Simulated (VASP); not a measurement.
# PbS (Fm-3m) in VASP: further runs

Runs on PbS. Level: PBE+D3(BJ). Tasks: single point, relaxation of cell and atoms.

Everything below comes from runs of VASP 6.6.1. Logs are shortened: lines on timing, memory, paths and dates and some standing lists are left out, and cuts for length are marked.

## 1. The cell of the first run

It takes space group Fm-3m (No. 225, cubic). The conventional cell has a = 5.930 Å, b = 5.930 Å, c = 5.930 Å, α = 90.00°, β = 90.00°, γ = 90.00°. Pb (site symmetry m-3m) has 6 S at 2.96 Å within 3.9 Å. S (site symmetry m-3m) has 6 Pb at 2.96 Å within 3.9 Å.

## 2. Single point, PBE+D3(BJ)

INCAR reads:

```
PREC     = Accurate       # precision mode
ENCUT    = 520            # plane-wave cutoff, eV
EDIFF    = 1E-6           # SCF threshold, eV
ISMEAR   = 0              # smearing method
SIGMA    = 0.1            # smearing width, eV
LREAL    = F              # projectors in reciprocal space
LASPH    = T              # aspherical terms in the spheres
NELM     = 80             # most SCF steps
ALGO     = Normal         # electronic algorithm
ISIF     = 2              # what is computed and relaxed
LWAVE    = F              # write WAVECAR
LCHARG   = T              # write CHGCAR
GGA      = PE             # functional
IVDW     = 12             # dispersion correction
LELF     = T              # ELF
LVHAR    = T            
NBANDS   = 17             # bands
```

KPOINTS reads:

```
Automatic mesh
0
Gamma
  6 6 6
```

POSCAR reads:

```
PbS
1.0
    0.0000000000      2.9650000000      2.9650000000
    2.9650000000      0.0000000000      2.9650000000
    2.9650000000      2.9650000000      0.0000000000
Pb S
1 1
Direct
    0.0000000000      0.0000000000      0.0000000000
    0.5000000000      0.5000000000      0.5000000000
```

Potentials or basis: VASP PAW PBE potentials, release 64 (Pb_d, S).

The run is started by

```
> cat potpaw_PBE.64/Pb_d/POTCAR potpaw_PBE.64/S/POTCAR > POTCAR
> mpirun -np 1 vasp_std > vasp.out
```

OUTCAR:

```text
PREC = Accurate
   ENCUT = 520
   EDIFF = 1E-6
   ISMEAR = 0
   LREAL = F
   LASPH = T
   NELM = 80
   ISIF = 2
   GGA = PE
   IVDW = 12
 IVDW          = 12

 ion  position               nearest neighbor table
   1  0.000  0.000  0.000-   2 2.96   2 2.96   2 2.96   2 2.96   2 2.96   2 2.96
   2  0.500  0.500  0.500-   1 2.96   1 2.96   1 2.96   1 2.96   1 2.96   1 2.96

  LATTYP: Found a face centered cubic cell.
 ALAT       =     5.9300000000

  Lattice vectors:

 A1 = (   0.0000000000,   2.9650000000,   2.9650000000)
 A2 = (   2.9650000000,   0.0000000000,   2.9650000000)
 A3 = (   2.9650000000,   2.9650000000,   0.0000000000)

Analysis of symmetry for initial positions (statically):
=====================================================================
 Subroutine PRICEL returns:
 Original cell was already a primitive cell.

 Routine SETGRP: Setting up the symmetry group for a
 face centered cubic supercell.

 Subroutine GETGRP returns: Found 48 space group operations
 (whereof 48 operations were pure point group operations)
 out of a pool of 48 trial point group operations.

The static configuration has the point symmetry O_h .

Analysis of symmetry for dynamics (positions and initial velocities):
=====================================================================
 Subroutine PRICEL returns:
 Original cell was already a primitive cell.

 Routine SETGRP: Setting up the symmetry group for a
 face centered cubic supercell.

 Subroutine GETGRP returns: Found 48 space group operations
 (whereof 48 operations were pure point group operations)
 out of a pool of 48 trial point group operations.

The dynamic configuration has the point symmetry O_h .

 Subroutine INISYM returns: Found 48 space group operations
 (whereof 48 operations are pure point group operations),
 and found     1 'primitive' translations

----------------------------------------------------------------------------------------

                                     Primitive cell

  volume of cell :      52.1320

  direct lattice vectors                    reciprocal lattice vectors
     0.000000000  2.965000000  2.965000000    -0.168634064  0.168634064  0.168634064
     2.965000000  0.000000000  2.965000000     0.168634064 -0.168634064  0.168634064
     2.965000000  2.965000000  0.000000000     0.168634064  0.168634064 -0.168634064

  length of vectors
     4.193143212  4.193143212  4.193143212     0.292082767  0.292082767  0.292082767

  position of ions in fractional coordinates (direct lattice)
     0.000000000  0.000000000  0.000000000
     0.500000000  0.500000000  0.500000000

  ion indices of the primitive-cell ions
   primitive index   ion index
                 1           1
                 2           2

----------------------------------------------------------------------------------------

 KPOINTS: Automatic mesh

Automatic generation of k-mesh.
 Grid dimensions read from file:
 generate k-points for:    6    6    6

 Generating k-lattice:

  Cartesian coordinates                     Fractional coordinates (reciprocal lattice)
    -0.028105677  0.028105677  0.028105677     0.166666667  0.000000000  0.000000000
     0.028105677 -0.028105677  0.028105677     0.000000000  0.166666667  0.000000000
     0.028105677  0.028105677 -0.028105677     0.000000000  0.000000000  0.166666667

  Length of vectors
     0.048680461  0.048680461  0.048680461

  Shift w.r.t. Gamma in fractional coordinates (k-lattice)
     0.000000000  0.000000000  0.000000000

 Subroutine IBZKPT returns following result:
 ===========================================

 Found     16 irreducible k-points:

 Following reciprocal coordinates:
            Coordinates               Weight
  0.000000  0.000000  0.000000      1.000000
  0.166667  0.000000  0.000000      8.000000
  0.333333  0.000000  0.000000      8.000000
  0.500000  0.000000  0.000000      4.000000
  0.166667  0.166667  0.000000      6.000000
  0.333333  0.166667  0.000000     24.000000
[... 8 lines left out ...]
 -0.333333  0.333333  0.166667     24.000000
 -0.333333  0.500000  0.166667     12.000000
   k-points           NKPTS =     16   k-points in BZ     NKDIM =     16   number of bands    NBANDS=     17
   number of dos      NEDOS =    301   number of ions     NIONS =      2
   total plane-waves  NPLWV =  32768
   dimension x,y,z NGX =    32 NGY =   32 NGZ =   32
   dimension x,y,z NGXF=    64 NGYF=   64 NGZF=   64
   ions per type =               1   1
   NGX,Y,Z   is equivalent  to a cutoff of  12.69, 12.69, 12.69 a.u.
   NGXF,Y,Z  is equivalent  to a cutoff of  25.37, 25.37, 25.37 a.u.
 SYSTEM =  unknown system
   PREC   = accura    normal or accurate (medium, high low for compatibility)
   ISTART =      0    job   : 0-new  1-cont  2-samecut
   ICHARG =      2    charge: 1-file 2-atom 10-const
   ISPIN  =      1    spin polarized calculation?
   LNONCOLLINEAR =      F non collinear calculations
   LSORBIT =      F    spin-orbit coupling
   LASPH  =      T    aspherical Exc in radial PAW
   ENCUT  =  520.0 eV  38.22 Ry    6.18 a.u.   7.80  7.80  7.80*2*pi/ulx,y,z
   NELM   =     80;   NELMIN=  2; NELMDL= -5     # of ELM steps
   EDIFF  = 0.1E-05   stopping-criterion for ELM
   LREAL  =      F    real-space projection
   EDIFFG = 0.1E-04   stopping-criterion for IOM
   NSW    =      0    number of steps for IOM
   IBRION =     -1    ionic relax: 0-MD 1-quasi-New 2-CG
   NFREE  =      0    steps in history (QN), initial steepest desc. (CG)
   ISIF   =      2    stress and relaxation
   ISYM   =      2    0-nonsym 1-usesym 2-fastsym
   POTIM  = 0.5000    time-step for ionic-motion
   TEBEG  =    0.0;   TEEND  =   0.0 temperature during run
   PSTRESS=    0.0 pullay stress
   NELECT =      20.0000    total number of electrons
   NUPDOWN=      -1.0000    fix difference up-down
   EMIN   =  10.00;   EMAX   =-10.00  energy-range for DOS
   EFERMI =   0.00;   METHOD = LEGACY
   ISMEAR =     0;   SIGMA  =   0.10  broadening in eV -4-tet -1-fermi 0-gaus
   EFERMI_NEDOS =   21; number of points for ismear=-14 and -15
   IALGO  =     38    algorithm
   IMIX   =      4    mixing-type and parameters
     AMIX     =   0.40;   BMIX     =  1.00
     AMIX_MAG =   1.60;   BMIX_MAG =  1.00
  volume/ion in A,a.u.               =      26.07       175.90
  Fermi-wavevector in a.u.,A,eV,Ry     =   1.189552  2.247928 19.252709  1.415034
  Thomas-Fermi vector in A             =   2.325657
   LORBIT       =      0    0 simple, 1 ext, 2 COOP (PROOUT), +10 PAW based schemes
   GGA     = PE    functional components
   LHFCALC =     F    Hartree Fock is set to
   AEXX    =    0.0000 exact exchange contribution
   IVDW    =    12    specifies the selected vdW correction
   LEPSILON=     F    determine dielectric tensor
   LRPA    =     F    only Hartree local field effects (RPA)
 non-spin polarized calculation
 Gauss-broadening in eV      SIGMA  =   0.10
  energy-cutoff  :      520.00
  volume of cell :       52.13
 maximum number of plane-waves:      1420
   NGX = 15   NGY = 15   NGZ = 15

 number of electron      19.9999998 magnetization

 Free energy of the ion-electron system (eV)
  ---------------------------------------------------
  ext. energy  EPLUGINS =         0.00000000
  ---------------------------------------------------
  free energy    TOTEN  =        -8.75703962 eV

  energy without entropy =       -8.75696149  energy(sigma->0) =       -8.75700055

 E-fermi :   6.0130     XC(G=0):  -9.6868

 val. band max:        5.8316877439   @ k =   0.5000   0.0000   0.0000
 cond. band min:       6.1942562745   @ k =   0.5000   0.0000   0.0000
 fundamental gap:      0.3625685306
 Fermi energy:         6.0129720123

 k-point     1 :       0.0000    0.0000    0.0000
  band No.  band energies     occupation
      1     -10.9921      2.00000
      2     -10.9921      2.00000
      3     -10.9921      2.00000
      4     -10.9758      2.00000
      5     -10.9758      2.00000
      6      -7.7742      2.00000
[... 9 lines left out ...]
     16      12.5601      0.00000
     17      14.4866      0.00000

 k-point     2 :       0.1667    0.0000    0.0000
  band No.  band energies     occupation
      1     -10.9909      2.00000
      2     -10.9897      2.00000
      3     -10.9897      2.00000
      4     -10.9744      2.00000
      5     -10.9744      2.00000
      6      -7.5406      2.00000
[... 9 lines left out ...]
     16      13.1666      0.00000
     17      16.3663      0.00000

 k-point     3 :       0.3333    0.0000    0.0000
  band No.  band energies     occupation
      1     -11.0024      2.00000
      2     -11.0024      2.00000
      3     -10.9894      2.00000
      4     -10.9541      2.00000
      5     -10.9541      2.00000
      6      -6.9480      2.00000
[... 9 lines left out ...]
     16      14.5704      0.00000
     17      18.0926      0.00000

 k-point     4 :       0.5000    0.0000    0.0000
  band No.  band energies     occupation
      1     -11.0097      2.00000
      2     -11.0097      2.00000
      3     -10.9889      2.00000
      4     -10.9429      2.00000
      5     -10.9429      2.00000
      6      -6.5319      2.00000
[... 9 lines left out ...]
     16      15.9523      0.00000
     17      16.3800      0.00000
[... 183 lines left out ...]
      1     -11.0550      2.00000
      2     -10.9930      2.00000
      3     -10.9810      2.00000
      4     -10.9511      2.00000
      5     -10.9475      2.00000
      6      -6.4816      2.00000
[... 9 lines left out ...]
     16      16.4588      0.00000
     17      16.7905      0.00000

 k-point    15 :      -0.3333    0.3333    0.1667
  band No.  band energies     occupation
      1     -11.0659      2.00000
      2     -10.9864      2.00000
      3     -10.9714      2.00000
      4     -10.9698      2.00000
      5     -10.9382      2.00000
      6      -6.1851      2.00000
[... 9 lines left out ...]
     16      17.2291      0.00000
     17      17.6177      0.00000

 k-point    16 :      -0.3333    0.5000    0.1667
  band No.  band energies     occupation
      1     -11.0995      2.00000
      2     -10.9969      2.00000
      3     -10.9666      2.00000
      4     -10.9536      2.00000
      5     -10.9309      2.00000
      6      -6.0700      2.00000
[... 9 lines left out ...]
     16      17.6768      0.00000
     17      18.0844      0.00000

------------------------ aborting loop because EDIFF is reached ----------------------------------------

 Edisp (eV)   -0.69492

 E8    (eV) :    -0.3129

  FORCE on cell =-STRESS in cart. coord.  units (eV):
  Direction    XX          YY          ZZ          XY          YZ          ZX
  --------------------------------------------------------------------------------------
  -------------------------------------------------------------------------------------
  Total       0.00280     0.00280     0.00280    -0.00000     0.00000     0.00000
  in kB       0.08591     0.08591     0.08591    -0.00000     0.00000     0.00000
  external pressure =        0.09 kB  Pullay stress =        0.00 kB

 VOLUME and BASIS-vectors are now :
 -----------------------------------------------------------------------------
  energy-cutoff  :      520.00
  volume of cell :       52.13
      direct lattice vectors                 reciprocal lattice vectors
     0.000000000  2.965000000  2.965000000    -0.168634064  0.168634064  0.168634064
     2.965000000  0.000000000  2.965000000     0.168634064 -0.168634064  0.168634064
     2.965000000  2.965000000  0.000000000     0.168634064  0.168634064 -0.168634064

 POSITION                                       TOTAL-FORCE (eV/Angst)
 -----------------------------------------------------------------------------------
      0.00000      0.00000      0.00000        -0.000000     -0.000000     -0.000000
      2.96500      2.96500      2.96500         0.000000      0.000000      0.000000
 -----------------------------------------------------------------------------------
    total drift:                                0.000000     -0.000000     -0.000000

  FREE ENERGIE OF THE ION-ELECTRON SYSTEM (eV)
  ---------------------------------------------------
  free  energy   TOTEN  =        -9.4519633885 eV

  energy  without entropy=       -9.4518852624  energy(sigma->0) =       -9.45192433
```

Wall time 7.7 s (1 thread of AMD EPYC 9R45 (Zen 5), shared host); peak memory 0.15 GiB.

Results:

```yaml
Free_energy: -9.4520 eV
Pressure: 0.0 GPa
Band_gap_on_the_k_mesh: 0.36 eV, direct
Dispersion_energy_per_atom: -0.347 eV
```

Levels at points of the mesh, in eV from the valence-band top:
| k point | band 8 | band 9 | band 10 | band 11 | band 12 | band 13 |
| --- | --- | --- | --- | --- | --- | --- |
| (0.00, 0.00, 0.00) | -2.18 | -2.18 | -2.18 | 5.22 | 5.22 | 5.22 |
| (0.50, 0.00, 0.00) | -1.79 | -1.79 | 0.00 | 0.36 | 1.96 | 1.96 |
| (0.50, 0.50, 0.00) | -5.21 | -3.45 | -3.45 | 3.86 | 5.58 | 5.69 |

Caveat: spin-orbit coupling is left out, which moves the levels of the heavy elements.

(Continued in part 2 of 2.)
